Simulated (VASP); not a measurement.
# AlN (P6_3mc) in VASP: a series of runs, part 2 of 2

VASP 6.6.1.

**4. Relaxation of the atoms, LDA**

This run uses another cell than the first one, of 9.17 Å³/atom, 1.020 times its volume.

Input file INCAR:

```
PREC = Accurate
ENCUT = 520
EDIFF = 1E-6
ISMEAR = 0
SIGMA = 0.05
LREAL = False
LASPH = True
NELM = 80
ALGO = Normal
ISIF = 2
LWAVE = False
LCHARG = False
GGA = CA
IBRION = 2
NSW = 50
EDIFFG = -0.01
```

Input file KPOINTS:

```
Automatic mesh
0
Gamma
  9 9 6
```

Input file POSCAR:

```
AlN
1.0
    3.1195000000      0.0000000000      0.0000000000
   -1.5597500000      2.7015662471      0.0000000000
    0.0000000000      0.0000000000      4.3504000000
Al N
2 2
Direct
    0.3333333333      0.6666666667      0.0015210172
    0.6666666667      0.3333333333      0.5015210172
    0.3333333333      0.6666666667      0.3834789828
    0.6666666667      0.3333333333      0.8834789828
```

Potentials or basis: VASP PAW LDA potentials, release 64 (Al, N).

Launch:

```
$ cat potpaw_LDA.64/Al/POTCAR potpaw_LDA.64/N/POTCAR > POTCAR
$ mpirun -np 1 vasp_std > vasp.out
```

OUTCAR:

```text
PREC = Accurate
   ENCUT = 520
   EDIFF = 1E-6
   ISMEAR = 0
   LREAL = False
   LASPH = True
   NELM = 80
   ISIF = 2
   GGA = CA
   IBRION = 2
   NSW = 50
   EDIFFG = -0.01

 ion  position               nearest neighbor table
   1  0.333  0.667  0.002-   3 1.66   4 1.87   4 1.87   4 1.87   2 2.82   2 2.82   2 2.82   2 2.82
                             2 2.82   2 2.82
   2  0.667  0.333  0.502-   4 1.66   3 1.87   3 1.87   3 1.87   1 2.82   1 2.82   1 2.82   1 2.82
                             1 2.82   1 2.82
   3  0.333  0.667  0.383-   1 1.66   2 1.87   2 1.87   2 1.87
   4  0.667  0.333  0.883-   2 1.66   1 1.87   1 1.87   1 1.87

  LATTYP: Found a hexagonal cell.
 ALAT       =     3.1195000000
 C/A-ratio  =     1.3945824651

  Lattice vectors:

 A1 = (   3.1195000000,   0.0000000000,   0.0000000000)
 A2 = (  -1.5597500000,   2.7015662471,   0.0000000000)
 A3 = (   0.0000000000,   0.0000000000,   4.3504000000)

Analysis of symmetry for initial positions (statically):
=====================================================================
 Subroutine PRICEL returns:
 Original cell was already a primitive cell.

 Routine SETGRP: Setting up the symmetry group for a
 hexagonal supercell.

 Subroutine GETGRP returns: Found 12 space group operations
 (whereof  6 operations were pure point group operations)
 out of a pool of 24 trial point group operations.

The static configuration has the point symmetry C_3v.
 The point group associated with its full space group is C_6v.

Analysis of symmetry for dynamics (positions and initial velocities):
=====================================================================
 Subroutine PRICEL returns:
 Original cell was already a primitive cell.

 Routine SETGRP: Setting up the symmetry group for a
 hexagonal supercell.

 Subroutine GETGRP returns: Found 12 space group operations
 (whereof  6 operations were pure point group operations)
 out of a pool of 24 trial point group operations.

The dynamic configuration has the point symmetry C_3v.
 The point group associated with its full space group is C_6v.

 Subroutine INISYM returns: Found 12 space group operations
 (whereof  6 operations are pure point group operations),
 and found     1 'primitive' translations

----------------------------------------------------------------------------------------

                                     Primitive cell

  volume of cell :      36.6632

  direct lattice vectors                    reciprocal lattice vectors
     3.119500000  0.000000000  0.000000000     0.320564193  0.185077823  0.000000000
    -1.559750000  2.701566247  0.000000000     0.000000000  0.370155646  0.000000000
     0.000000000  0.000000000  4.350400000     0.000000000  0.000000000  0.229863921

  length of vectors
     3.119500000  3.119500000  4.350400000     0.370155646  0.370155646  0.229863921

  position of ions in fractional coordinates (direct lattice)
     0.333333333  0.666666667  0.001521017
     0.666666667  0.333333333  0.501521017
     0.333333333  0.666666667  0.383478983
     0.666666667  0.333333333  0.883478983

  ion indices of the primitive-cell ions
   primitive index   ion index
                 1           1
[... 61 lines left out ...]
   dimension x,y,z NGXF=    48 NGYF=   48 NGZF=   64
   ions per type =               2   2
   NGX,Y,Z   is equivalent  to a cutoff of  12.79, 12.79, 12.23 a.u.
   NGXF,Y,Z  is equivalent  to a cutoff of  25.58, 25.58, 24.46 a.u.
 SYSTEM =  unknown system
   PREC   = accura    normal or accurate (medium, high low for compatibility)
   ISTART =      0    job   : 0-new  1-cont  2-samecut
   ICHARG =      2    charge: 1-file 2-atom 10-const
   ISPIN  =      1    spin polarized calculation?
   LNONCOLLINEAR =      F non collinear calculations
   LSORBIT =      F    spin-orbit coupling
   LASPH  =      T    aspherical Exc in radial PAW
   ENCUT  =  520.0 eV  38.22 Ry    6.18 a.u.   5.80  5.80  8.09*2*pi/ulx,y,z
   NELM   =     80;   NELMIN=  2; NELMDL= -5     # of ELM steps
   EDIFF  = 0.1E-05   stopping-criterion for ELM
   LREAL  =      F    real-space projection
   EDIFFG = -.1E-01   stopping-criterion for IOM
   NSW    =     50    number of steps for IOM
   IBRION =      2    ionic relax: 0-MD 1-quasi-New 2-CG
   NFREE  =      1    steps in history (QN), initial steepest desc. (CG)
   ISIF   =      2    stress and relaxation
   ISYM   =      2    0-nonsym 1-usesym 2-fastsym
   POTIM  = 0.5000    time-step for ionic-motion
   TEBEG  =    0.0;   TEEND  =   0.0 temperature during run
   PSTRESS=    0.0 pullay stress
   NELECT =      16.0000    total number of electrons
   NUPDOWN=      -1.0000    fix difference up-down
   EMIN   =  10.00;   EMAX   =-10.00  energy-range for DOS
   EFERMI =   0.00;   METHOD = LEGACY
   ISMEAR =     0;   SIGMA  =   0.05  broadening in eV -4-tet -1-fermi 0-gaus
   EFERMI_NEDOS =   21; number of points for ismear=-14 and -15
   IALGO  =     38    algorithm
   IMIX   =      4    mixing-type and parameters
     AMIX     =   0.40;   BMIX     =  1.00
     AMIX_MAG =   1.60;   BMIX_MAG =  1.00
  volume/ion in A,a.u.               =       9.17        61.85
  Fermi-wavevector in a.u.,A,eV,Ry     =   1.241762  2.346589 20.979801  1.541972
  Thomas-Fermi vector in A             =   2.376145
   LORBIT       =      0    0 simple, 1 ext, 2 COOP (PROOUT), +10 PAW based schemes
   GGA     = CA    functional components
   LHFCALC =     F    Hartree Fock is set to
   AEXX    =    0.0000 exact exchange contribution
   IVDW    =     0    specifies the selected vdW correction
   LEPSILON=     F    determine dielectric tensor
   LRPA    =     F    only Hartree local field effects (RPA)
 conjugate gradient relaxation of ions
 non-spin polarized calculation
 Gauss-broadening in eV      SIGMA  =   0.05
  energy-cutoff  :      520.00
  volume of cell :       36.66
 maximum number of plane-waves:       996
 NGX is ok and might be reduce to    24
   NGX = 11   NGY = 11   NGZ = 17

--------------------------------------- Ionic step        1  -------------------------------------------

 number of electron      15.9999999 magnetization

 Free energy of the ion-electron system (eV)
  ---------------------------------------------------
  ext. energy  EPLUGINS =         0.00000000
  ---------------------------------------------------
  free energy    TOTEN  =       -31.64551233 eV

  energy without entropy =      -31.64551233  energy(sigma->0) =      -31.64551233

------------------------ aborting loop because EDIFF is reached ----------------------------------------

  FORCE on cell =-STRESS in cart. coord.  units (eV):
  Direction    XX          YY          ZZ          XY          YZ          ZX
  --------------------------------------------------------------------------------------
  -------------------------------------------------------------------------------------
  Total        1.4245687      1.4245687     20.6291942      0.0000000      0.0000000     -0.0000000
  in kB       62.2535569     62.2535569    901.4944246      0.0000000      0.0000000     -0.0000000
  external PRESSURE =     342.0005128 kB  Pullay stress =       0.0000000 kB
[... 177 lines left out ...]
--------------------------------------- Ionic step        6  -------------------------------------------

 number of electron      16.0000004 magnetization

 Free energy of the ion-electron system (eV)
  ---------------------------------------------------
  ext. energy  EPLUGINS =         0.00000000
  ---------------------------------------------------
  free energy    TOTEN  =       -32.34862853 eV

  energy without entropy =      -32.34862853  energy(sigma->0) =      -32.34862853

 E-fermi :   8.5834     XC(G=0): -11.8389

 val. band max:        8.3406594778   @ k =   0.0000   0.0000   0.0000
 cond. band min:      12.6125914951   @ k =   0.0000   0.0000   0.0000
 fundamental gap:      4.2719320173
 Fermi energy:         8.5833982571

 k-point     1 :       0.0000    0.0000    0.0000
  band No.  band energies     occupation
      1      -8.6342      2.00000
      2      -5.1642      2.00000
      3       1.0393      2.00000
      4       5.5349      2.00000
      5       5.5349      2.00000
      6       6.7630      2.00000
      7       6.7630      2.00000
      8       8.3407      2.00000
      9      12.6126      0.00000
     10      13.9645      0.00000
     11      17.8232      0.00000
     12      17.8232      0.00000
[... 331 lines left out ...]
 k-point    24 :       0.3333    0.3333    0.1667
  band No.  band energies     occupation
      1      -5.6483      2.00000
      2      -5.6483      2.00000
      3       1.6637      2.00000
      4       2.7309      2.00000
      5       2.7309      2.00000
      6       4.7314      2.00000
      7       5.6346      2.00000
      8       5.6346      2.00000
      9      13.6302      0.00000
     10      15.4488      0.00000
     11      17.4237      0.00000
     12      17.4237      0.00000

 [... further k-points ...]
[... 5 lines left out ...]
  --------------------------------------------------------------------------------------
  -------------------------------------------------------------------------------------
  Total        4.3994727      4.3994727      5.6013460      0.0000000     -0.0000000      0.0000000
  in kB      192.2566656    192.2566656    244.7784498      0.0000000     -0.0000000      0.0000000
  external PRESSURE =     209.7639270 kB  Pullay stress =       0.0000000 kB
[... 19 lines left out ...]
  FREE ENERGIE OF THE ION-ELECTRON SYSTEM (eV)
  ---------------------------------------------------
  free  energy   TOTEN  =       -32.3486285293 eV

  energy  without entropy=      -32.3486285293  energy(sigma->0) =      -32.34862853

 reached required accuracy - stopping structural energy minimisation
```

CONTCAR:

```text
AlN
   1.00000000000000
     3.1194999999999999    0.0000000000000000    0.0000000000000000
    -1.5597500000000000    2.7015662471000002    0.0000000000000000
     0.0000000000000000    0.0000000000000000    4.3503999999999996
  Al              N
     2     2
Direct
     0.3333333332999970    0.6666666667000030    0.9772454019573664
     0.6666666667000030    0.3333333332999970    0.4772454019573665
     0.3333333332999970    0.6666666667000030    0.4077545980426316
     0.6666666667000030    0.3333333332999970    0.9077545980426316

  0.00000000E+00  0.00000000E+00  0.00000000E+00
  0.00000000E+00  0.00000000E+00  0.00000000E+00
  0.00000000E+00  0.00000000E+00  0.00000000E+00
  0.00000000E+00  0.00000000E+00  0.00000000E+00
```

Wall time 31 s (1 thread of Intel Xeon 6975P-C (Granite Rapids), shared host); peak memory 0.13 GiB.

What came out:

| Quantity | Value |
| --- | --- |
| Free energy | -32.3486 eV |
| Energy gained by relaxing | 175.8 meV/atom |
| Ionic steps | 6 |
| Pressure after relaxing | 21.0 GPa |
| Largest force after relaxing | 0.005 eV/Å |
| Band gap on the k mesh | 4.27 eV, direct |

Forces on the atoms (eV/Å):
```
Al   0.000  0.000  0.005
Al   0.000  0.000  0.005
N    0.000  0.000 -0.005
N    0.000  0.000 -0.005
```

Step by step:
```
step  energy change (eV)  largest force (eV/Å)  pressure (GPa)
   1              0.0000                4.3207           34.20
   2             -0.5525                0.3501           18.18
   3             -0.7031                0.0167           21.07
   4             -0.7027                0.0598           20.79
   5             -0.7031                0.0175           20.93
   6             -0.7031                0.0048           20.98
```

Final structure:
```
Al N
1.0
     3.11950    0.00000    0.00000
    -1.55975    2.70157    0.00000
     0.00000    0.00000    4.35040
Al N
2 2
Direct
  0.33333 0.66667 0.97725
  0.66667 0.33333 0.47725
  0.33333 0.66667 0.40775
  0.66667 0.33333 0.90775
```

A k mesh can miss the band edges. LDA gaps usually lie below the measured ones, often by a third to a half.

**5. Summary**

| cell | gap on the mesh (eV) | pressure (GPa) |
| --- | --- | --- |
| atoms relaxed from a = 3.089, b = 3.089, c = 4.350 Å, angles 90.0, 90.0, 120.0°, 4 atoms | 4.50 | 28.0 |
| atoms relaxed from a = 3.027, b = 3.027, c = 4.548 Å, angles 90.0, 90.0, 120.0°, 4 atoms | 4.81 | 32.0 |
| atoms relaxed from a = 3.119, b = 3.119, c = 4.350 Å, angles 90.0, 90.0, 120.0°, 4 atoms | 4.27 | 21.0 |

Alike in all rows: task relaxation of the atoms; level LDA; potentials or basis VASP PAW LDA potentials, release 64 (Al, N); no spin polarisation; k mesh 9 × 9 × 6; cutoff (eV) 520; smearing gaussian 0.05 eV.

Absolute energies hang on the potentials; compare differences alone.
